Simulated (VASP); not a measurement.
# Pb (Fm-3m) in VASP: notebook, part 2 of 2

VASP 6.6.1. Earlier steps stand in the parts before.

## (4) Single point, r2SCAN

This run uses another cell than the first one, of 31.04 Å³/atom, 1.045 times its volume.

The input, POSCAR:

```
Pb
1.0
    0.0000000000      2.4943827859      2.4943827859
    2.4943827859      0.0000000000      2.4943827859
    2.4943827859      2.4943827859      0.0000000000
Pb
1
Direct
    0.0000000000      0.0000000000      0.0000000000
```

The input, INCAR.step1:

```
  ALGO = Normal
  EDIFF = 1E-4
  ENCUT = 520
  GGA = PE
  ISMEAR = -1
  LASPH = T
  LCHARG = F
  LREAL = F
  LWAVE = T
  NBANDS = 13
  NELM = 60
  PREC = Accurate
  SIGMA = 0.05
```

The input, INCAR.step2:

```
  ALGO = Normal
  EDIFF = 1E-7
  ENCUT = 520
  ISIF = 2
  ISMEAR = -1
  ISTART = 1
  LASPH = T
  LCHARG = T
  LELF = T
  LMIXTAU = T
  LREAL = F
  LVHAR = T
  LWAVE = F
  METAGGA = R2SCAN
  NBANDS = 13
  NELM = 60
  PREC = Accurate
  SIGMA = 0.05
```

The input, KPOINTS:

```
k-points
0
Gamma
  9 9 9
```

Potentials or basis: VASP PAW PBE potentials, release 64 (Pb_d).

Command:

```
$ cat potpaw_PBE.64/Pb_d/POTCAR > POTCAR
$ cp INCAR.step1 INCAR
$ mpirun -np 1 vasp_std > vasp.out
$ cp INCAR.step2 INCAR
$ mpirun -np 1 vasp_std > vasp.out
```

OUTCAR:

```text
EDIFF = 1E-7
   ENCUT = 520
   ISIF = 2
   ISMEAR = -1
   ISTART = 1
   LASPH = T
   LREAL = F
   METAGGA = R2SCAN
   NELM = 60
   PREC = Accurate

 ion  position               nearest neighbor table
   1  0.000  0.000  0.000-

  LATTYP: Found a face centered cubic cell.
 ALAT       =     4.9887655718

  Lattice vectors:

 A1 = (   0.0000000000,   2.4943827859,   2.4943827859)
 A2 = (   2.4943827859,   0.0000000000,   2.4943827859)
 A3 = (   2.4943827859,   2.4943827859,   0.0000000000)

Analysis of symmetry for initial positions (statically):
[... 5 lines left out ...]
 face centered cubic supercell.

 Subroutine GETGRP returns: Found 48 space group operations
 (whereof 48 operations were pure point group operations)
 out of a pool of 48 trial point group operations.

The static configuration has the point symmetry O_h .

Analysis of symmetry for dynamics (positions and initial velocities):
[... 5 lines left out ...]
 face centered cubic supercell.

 Subroutine GETGRP returns: Found 48 space group operations
 (whereof 48 operations were pure point group operations)
 out of a pool of 48 trial point group operations.

The dynamic configuration has the point symmetry O_h .

 Subroutine INISYM returns: Found 48 space group operations
 (whereof 48 operations are pure point group operations),
 and found     1 'primitive' translations

----------------------------------------------------------------------------------------

                                     Primitive cell

  volume of cell :      31.0398

  direct lattice vectors                    reciprocal lattice vectors
     0.000000000  2.494382786  2.494382786    -0.200450389  0.200450389  0.200450389
     2.494382786  0.000000000  2.494382786     0.200450389 -0.200450389  0.200450389
     2.494382786  2.494382786  0.000000000     0.200450389  0.200450389 -0.200450389

  length of vectors
     3.527589966  3.527589966  3.527589966     0.347190258  0.347190258  0.347190258

  position of ions in fractional coordinates (direct lattice)
     0.000000000  0.000000000  0.000000000

  ion indices of the primitive-cell ions
   primitive index   ion index
                 1           1

----------------------------------------------------------------------------------------

 KPOINTS: k-points

Automatic generation of k-mesh.
 Grid dimensions read from file:
 generate k-points for:    9    9    9

 Generating k-lattice:

  Cartesian coordinates                     Fractional coordinates (reciprocal lattice)
    -0.022272265  0.022272265  0.022272265     0.111111111  0.000000000  0.000000000
     0.022272265 -0.022272265  0.022272265     0.000000000  0.111111111  0.000000000
     0.022272265  0.022272265 -0.022272265     0.000000000  0.000000000  0.111111111

  Length of vectors
     0.038576695  0.038576695  0.038576695

  Shift w.r.t. Gamma in fractional coordinates (k-lattice)
     0.000000000  0.000000000  0.000000000

 Subroutine IBZKPT returns following result:
 ===========================================

 Found     35 irreducible k-points:

 Following reciprocal coordinates:
            Coordinates               Weight
  0.000000  0.000000  0.000000      1.000000
  0.111111  0.000000  0.000000      8.000000
  0.222222  0.000000  0.000000      8.000000
  0.333333  0.000000  0.000000      8.000000
  0.444444  0.000000  0.000000      8.000000
  0.111111  0.111111  0.000000      6.000000
[... 16 lines left out ...]
 -0.333333  0.333333  0.000000     12.000000
  0.444444  0.444444  0.000000      6.000000
 [... further k-points ...]
   k-points           NKPTS =     35   k-points in BZ     NKDIM =     35   number of bands    NBANDS=     13
   number of dos      NEDOS =    301   number of ions     NIONS =      1
   total plane-waves  NPLWV =  21952
   dimension x,y,z NGX =    28 NGY =   28 NGZ =   28
   dimension x,y,z NGXF=    56 NGYF=   56 NGZF=   56
   ions per type =               1
   NGX,Y,Z   is equivalent  to a cutoff of  13.20, 13.20, 13.20 a.u.
   NGXF,Y,Z  is equivalent  to a cutoff of  26.39, 26.39, 26.39 a.u.
 SYSTEM =  unknown system
   PREC   = accura    normal or accurate (medium, high low for compatibility)
   ISTART =      1    job   : 0-new  1-cont  2-samecut
   ICHARG =      0    charge: 1-file 2-atom 10-const
   ISPIN  =      1    spin polarized calculation?
   LNONCOLLINEAR =      F non collinear calculations
   LSORBIT =      F    spin-orbit coupling
   LASPH  =      T    aspherical Exc in radial PAW
   ENCUT  =  520.0 eV  38.22 Ry    6.18 a.u.   6.56  6.56  6.56*2*pi/ulx,y,z
   NELM   =     60;   NELMIN=  2; NELMDL=  0     # of ELM steps
   EDIFF  = 0.1E-06   stopping-criterion for ELM
   LREAL  =      F    real-space projection
   EDIFFG = 0.1E-05   stopping-criterion for IOM
   NSW    =      0    number of steps for IOM
   IBRION =     -1    ionic relax: 0-MD 1-quasi-New 2-CG
   NFREE  =      0    steps in history (QN), initial steepest desc. (CG)
   ISIF   =      2    stress and relaxation
   ISYM   =      2    0-nonsym 1-usesym 2-fastsym
   POTIM  = 0.5000    time-step for ionic-motion
   TEBEG  =    0.0;   TEEND  =   0.0 temperature during run
   PSTRESS=    0.0 pullay stress
   NELECT =      14.0000    total number of electrons
   NUPDOWN=      -1.0000    fix difference up-down
   EMIN   =  10.00;   EMAX   =-10.00  energy-range for DOS
   EFERMI =   0.00;   METHOD = LEGACY
   ISMEAR =    -1;   SIGMA  =   0.05  broadening in eV -4-tet -1-fermi 0-gaus
   EFERMI_NEDOS =   21; number of points for ismear=-14 and -15
   IALGO  =     38    algorithm
   IMIX   =      4    mixing-type and parameters
     AMIX     =   0.40;   BMIX     =  1.00
     AMIX_MAG =   1.60;   BMIX_MAG =  1.00
  volume/ion in A,a.u.               =      31.04       209.47
  Fermi-wavevector in a.u.,A,eV,Ry     =   1.255484  2.372520 21.446038  1.576239
  Thomas-Fermi vector in A             =   2.389238
   LORBIT       =      0    0 simple, 1 ext, 2 COOP (PROOUT), +10 PAW based schemes
   METAGGA = R2SCAN    functional components
   LHFCALC =     F    Hartree Fock is set to
   AEXX    =    0.0000 exact exchange contribution
   IVDW    =     0    specifies the selected vdW correction
   LEPSILON=     F    determine dielectric tensor
   LRPA    =     F    only Hartree local field effects (RPA)
 non-spin polarized calculation
  energy-cutoff  :      520.00
  volume of cell :       31.04
 maximum number of plane-waves:       869
 NGX is ok and might be reduce to    28
   NGX = 13   NGY = 13   NGZ = 13

 number of electron      14.0000000 magnetization

 Free energy of the ion-electron system (eV)
  ---------------------------------------------------
  ext. energy  EPLUGINS =         0.00000000
  ---------------------------------------------------
  free energy    TOTEN  =       -56.29765715 eV

  energy without entropy =      -56.29436212  energy(sigma->0) =      -56.29600964

 E-fermi :   6.8103     XC(G=0): -10.8014

 val. band max:        6.5848864324   @ k =  -0.3333   0.3333   0.1111
 cond. band min:       6.8192233190   @ k =  -0.2222   0.3333   0.1111
 fundamental gap:      0.2343368866
 Fermi energy:         6.8102634112

 k-point     1 :       0.0000    0.0000    0.0000
  band No.  band energies     occupation
      1     -10.7467      2.00000
      2     -10.7466      2.00000
      3     -10.7466      2.00000
      4     -10.6086      2.00000
      5     -10.6086      2.00000
      6      -5.1725      2.00000
      7      14.5040      0.00000
      8      14.5040      0.00000
      9      14.5040      0.00000
     10      17.3685      0.00000
     11      18.9464      0.00000
     12      19.8931      0.00000
     13      19.8931      0.00000

 k-point     2 :       0.1111    0.0000    0.0000
  band No.  band energies     occupation
      1     -10.7471      2.00000
      2     -10.7302      2.00000
      3     -10.7302      2.00000
      4     -10.6086      2.00000
      5     -10.6086      2.00000
      6      -4.9287      2.00000
      7      12.1416      0.00000
      8      14.2145      0.00000
      9      14.2145      0.00000
     10      16.8930      0.00000
     11      19.9217      0.00000
[... 339 lines left out ...]
 k-point    24 :       0.4444    0.4444    0.0000
  band No.  band energies     occupation
      1     -10.9043      2.00000
      2     -10.8097      2.00000
      3     -10.4889      2.00000
      4     -10.4485      2.00000
      5     -10.4485      2.00000
      6      -0.4890      2.00000
      7       4.1593      2.00000
      8       9.1619      0.00000
      9       9.1619      0.00000
     10      12.9073      0.00000
     11      13.9636      0.00000
     12      26.1226      0.00000
     13      27.7729      0.00000

 [... further k-points ...]
[... 5 lines left out ...]
  --------------------------------------------------------------------------------------
  -------------------------------------------------------------------------------------
  Total       -0.0025096     -0.0025096     -0.0025096     -0.0000000      0.0000000      0.0000000
  in kB       -0.1295382     -0.1295382     -0.1295382     -0.0000000      0.0000000      0.0000000
  external PRESSURE =      -0.1295382 kB  Pullay stress =       0.0000000 kB

 VOLUME and BASIS-vectors are now :
 -----------------------------------------------------------------------------
  energy-cutoff  :      520.00
  volume of cell :       31.04
      direct lattice vectors                 reciprocal lattice vectors
     0.000000000  2.494382786  2.494382786    -0.200450389  0.200450389  0.200450389
     2.494382786  0.000000000  2.494382786     0.200450389 -0.200450389  0.200450389
     2.494382786  2.494382786  0.000000000     0.200450389  0.200450389 -0.200450389

 POSITION                                       TOTAL-FORCE (eV/Angst)
 -----------------------------------------------------------------------------------
      0.00000      0.00000      0.00000        -0.000000     -0.000000     -0.000000
 -----------------------------------------------------------------------------------
    total drift:                               -0.000000     -0.000000     -0.000000

  FREE ENERGIE OF THE ION-ELECTRON SYSTEM (eV)
  ---------------------------------------------------
  free  energy   TOTEN  =       -56.2976571520 eV

  energy  without entropy=      -56.2943621182  energy(sigma->0) =      -56.29600964
```

OUTCAR.step1:

```text
EDIFF = 1E-4
   ENCUT = 520
   GGA = PE
   ISMEAR = -1
   LASPH = T
   LREAL = F
[... 598 lines left out ...]

 POSITION                                       TOTAL-FORCE (eV/Angst)
 -----------------------------------------------------------------------------------
      0.00000      0.00000      0.00000         0.000000      0.000000      0.000000
 -----------------------------------------------------------------------------------
    total drift:                               -0.000000     -0.000000     -0.000000

  FREE ENERGIE OF THE ION-ELECTRON SYSTEM (eV)
  ---------------------------------------------------
  free  energy   TOTEN  =        -3.5778972423 eV

  energy  without entropy=       -3.5746219935  energy(sigma->0) =       -3.57625962
```

OSZICAR.step1:

```text
N       E                     dE             d eps       ncg     rms          rms(c)
DAV:   1     0.110014591240E+03    0.11001E+03   -0.70837E+03   920   0.124E+03
DAV:   2     0.175530192784E+01   -0.10826E+03   -0.10516E+03   945   0.305E+02
DAV:   3    -0.346323732665E+01   -0.52185E+01   -0.52035E+01  1143   0.741E+01
DAV:   4    -0.358299008029E+01   -0.11975E+00   -0.11973E+00  1106   0.120E+01
DAV:   5    -0.358872339938E+01   -0.57333E-02   -0.57332E-02  1288   0.247E+00    0.506E-01
DAV:   6    -0.357994363409E+01    0.87798E-02   -0.12897E-02  1173   0.194E+00    0.255E-01
DAV:   7    -0.357792497146E+01    0.20187E-02   -0.57251E-03  1220   0.123E+00    0.896E-02
DAV:   8    -0.357789724230E+01    0.27729E-04   -0.44247E-04  1135   0.339E-01
   1 F= -.35778972E+01 E0= -.35762596E+01  d E =-.327525E-02
```

Wall time 59 s (1 thread of Intel Xeon Platinum 8488C (Sapphire Rapids), shared host); peak memory 0.17 GiB.

What came out:

* Free energy: -56.2977 eV
* Pressure: 0.0 GPa
* Band gap on the k mesh: zero (band 7 reaches 14.50 eV, above the bottom of band 8 at 5.37 eV)

Levels at points of the mesh, in eV from the Fermi level:
| k point | band 5 | band 6 | band 7 | band 8 | band 9 | band 10 |
| --- | --- | --- | --- | --- | --- | --- |
| (0.00, 0.00, 0.00) | -17.42 | -11.98 | 7.69 | 7.69 | 7.69 | 10.56 |

Caveat: the PAW data sets were made with another functional, which shifts forces and pressure a little; spin-orbit coupling is left out, which moves the levels of the heavy elements.

## (5) Single point, r2SCAN+D3(BJ)

This run uses another cell than the first one, of 30.93 Å³/atom, 1.041 times its volume.

The input, POSCAR:

```
Pb
1.0
    0.0000000000      2.4914113386      2.4914113386
    2.4914113386      0.0000000000      2.4914113386
    2.4914113386      2.4914113386      0.0000000000
Pb
1
Direct
    0.0000000000      0.0000000000      0.0000000000
```

The input, INCAR.step1:

```
SYSTEM = Pb
PREC = Accurate ; ENCUT = 520
ISMEAR = -1 ; SIGMA = 0.05
LREAL = .FALSE. ; LASPH = .TRUE.
NELM = 80 ; NBANDS = 13
GGA = PE ; ALGO = Normal
EDIFF = 1E-4 ; LWAVE = .TRUE.
LCHARG = .FALSE.
```

The input, INCAR.step2:

```
SYSTEM = Pb
PREC = Accurate ; ENCUT = 520
EDIFF = 1E-7 ; ISMEAR = -1
SIGMA = 0.05 ; LREAL = .FALSE.
LASPH = .TRUE. ; NELM = 80
ALGO = Normal ; ISIF = 2
LWAVE = .FALSE. ; LCHARG = .FALSE.
METAGGA = R2SCAN ; LMIXTAU = .TRUE.
IVDW = 12 ; VDW_S6 = 1.0
VDW_S8 = 0.78981345 ; VDW_A1 = 0.49484001
VDW_A2 = 5.73083694 ; NBANDS = 13
ISTART = 1
```

The input, KPOINTS:

```
Automatic mesh
0
G
  9 9 9
  0 0 0
```

Potentials or basis: VASP PAW PBE potentials, release 64 (Pb_d).

Command:

```
$ cat potpaw_PBE.64/Pb_d/POTCAR > POTCAR
$ cp INCAR.step1 INCAR
$ mpirun -np 1 vasp_std > vasp.out
$ cp INCAR.step2 INCAR
$ mpirun -np 1 vasp_std > vasp.out
```

OUTCAR:

```text
SYSTEM = Pb
   PREC = Accurate
   ENCUT = 520
   EDIFF = 1E-7
   ISMEAR = -1
   LREAL = .FALSE.
   LASPH = .TRUE.
   NELM = 80
   ISIF = 2
   METAGGA = R2SCAN
   IVDW = 12
   ISTART = 1
 IVDW          = 12

 ion  position               nearest neighbor table
   1  0.000  0.000  0.000-

  LATTYP: Found a face centered cubic cell.
 ALAT       =     4.9828226772

  Lattice vectors:

 A1 = (   0.0000000000,   2.4914113386,   2.4914113386)
 A2 = (   2.4914113386,   0.0000000000,   2.4914113386)
[... 564 lines left out ...]

 [... further k-points ...]

------------------------ aborting loop because EDIFF is reached ----------------------------------------

 Edisp (eV)   -0.19100

 E8    (eV) :    -0.0791

  FORCE on cell =-STRESS in cart. coord.  units (eV):
  Direction    XX          YY          ZZ          XY          YZ          ZX
  --------------------------------------------------------------------------------------
  -------------------------------------------------------------------------------------
  Total      -0.16837    -0.16837    -0.16837    -0.00000     0.00000     0.00000
  in kB      -8.72202    -8.72202    -8.72202    -0.00000     0.00000     0.00000
  external pressure =       -8.72 kB  Pullay stress =        0.00 kB

 VOLUME and BASIS-vectors are now :
 -----------------------------------------------------------------------------
  energy-cutoff  :      520.00
  volume of cell :       30.93
      direct lattice vectors                 reciprocal lattice vectors
     0.000000000  2.491411339  2.491411339    -0.200689462  0.200689462  0.200689462
     2.491411339  0.000000000  2.491411339     0.200689462 -0.200689462  0.200689462
     2.491411339  2.491411339  0.000000000     0.200689462  0.200689462 -0.200689462

 POSITION                                       TOTAL-FORCE (eV/Angst)
 -----------------------------------------------------------------------------------
      0.00000      0.00000      0.00000        -0.000000     -0.000000     -0.000000
 -----------------------------------------------------------------------------------
    total drift:                               -0.000000     -0.000000     -0.000000

  FREE ENERGIE OF THE ION-ELECTRON SYSTEM (eV)
  ---------------------------------------------------
  free  energy   TOTEN  =       -56.4885618218 eV

  energy  without entropy=      -56.4852902455  energy(sigma->0) =      -56.48692603
```

Wall time 77 s (1 thread of Intel Xeon Platinum 8488C (Sapphire Rapids), shared host); peak memory 0.18 GiB.

What came out:

* Free energy: -56.4886 eV
* Pressure: -0.9 GPa
* Band gap on the k mesh: zero (band 7 reaches 14.57 eV, above the bottom of band 8 at 5.40 eV)
* Dispersion energy per atom: -0.191 eV

Caveat: the PAW data sets were made with another functional, which shifts forces and pressure a little; spin-orbit coupling is left out, which moves the levels of the heavy elements; pairwise dispersion overbinds metals, which lowers pressure and volume.

## (6) Single point, r2SCAN+D3(BJ)

This run uses another cell than the first one, of 31.54 Å³/atom, 1.061 times its volume.

The input, POSCAR:

```
Pb
1.0
    0.0000000000      2.5075897876      2.5075897876
    2.5075897876      0.0000000000      2.5075897876
    2.5075897876      2.5075897876      0.0000000000
Pb
1
Direct
    0.0000000000      0.0000000000      0.0000000000
```

The input, INCAR.step1:

```
ALGO = Normal
EDIFF = 1E-4
ENCUT = 520
GGA = PE
ISMEAR = -1
LASPH = T
LCHARG = F
LREAL = F
LWAVE = T
NBANDS = 13
NELM = 60
PREC = Accurate
SIGMA = 0.05
```

The input, INCAR.step2:

```
ALGO = Normal
EDIFF = 1E-6
ENCUT = 520
ISIF = 2
ISMEAR = -1
ISTART = 1
IVDW = 12
LASPH = T
LCHARG = F
LMIXTAU = T
LREAL = F
LWAVE = F
METAGGA = R2SCAN
NBANDS = 13
NELM = 60
PREC = Accurate
SIGMA = 0.05
VDW_A1 = 0.49484001
VDW_A2 = 5.73083694
VDW_S6 = 1.0
VDW_S8 = 0.78981345
```

The input, KPOINTS:

```
k-points
0
Gamma
  9 9 9
```

Potentials or basis: VASP PAW PBE potentials, release 64 (Pb_d).

Command:

```
$ cat potpaw_PBE.64/Pb_d/POTCAR > POTCAR
$ cp INCAR.step1 INCAR
$ mpirun -np 1 vasp_std > vasp.out
$ cp INCAR.step2 INCAR
$ mpirun -np 1 vasp_std > vasp.out
```

Wall time 43 s (1 thread of Intel Xeon Platinum 8488C (Sapphire Rapids), shared host); peak memory 0.17 GiB.

It converged, with:

```
Free energy                : -56.4840 eV
Pressure                   : -1.7 GPa
Band gap on the k mesh     : zero (band 7 reaches 14.20 eV, above the bottom of band 8 at 5.23 eV)
Dispersion energy per atom : -0.187 eV
```

Levels at points of the mesh, in eV from the Fermi level:
| k point | band 5 | band 6 | band 7 | band 8 | band 9 | band 10 |
| --- | --- | --- | --- | --- | --- | --- |
| (0.00, 0.00, 0.00) | -17.42 | -11.88 | 7.56 | 7.56 | 7.56 | 10.54 |

Caveat: the PAW data sets were made with another functional, which shifts forces and pressure a little; spin-orbit coupling is left out, which moves the levels of the heavy elements; pairwise dispersion overbinds metals, which lowers pressure and volume.

## (7) The runs side by side

```tsv
level	cell	gap on the mesh (eV)	pressure (GPa)
r2SCAN+D3(BJ)	a = 3.477 Å, angles 60.0°, 1 atom	none	1.1
r2SCAN+D3(BJ)	a = 3.500 Å, angles 60.0°, 1 atom	none	0.0
r2SCAN	a = 3.528 Å, angles 60.0°, 1 atom	none	0.0
r2SCAN+D3(BJ)	a = 3.523 Å, angles 60.0°, 1 atom	none	-0.9
r2SCAN+D3(BJ)	a = 3.546 Å, angles 60.0°, 1 atom	none	-1.7
```

Alike in all rows: task single point; potentials or basis VASP PAW PBE potentials, release 64 (Pb_d); no spin polarisation; k mesh 9 × 9 × 9; cutoff (eV) 520; smearing fermi-dirac 0.05 eV.

Caveats: the PAW data sets were made with another functional, which shifts forces and pressure a little; spin-orbit coupling is left out, which moves the levels of the heavy elements; pairwise dispersion overbinds metals, which lowers pressure and volume (some runs).

Absolute energies hang on the potentials; compare differences alone.
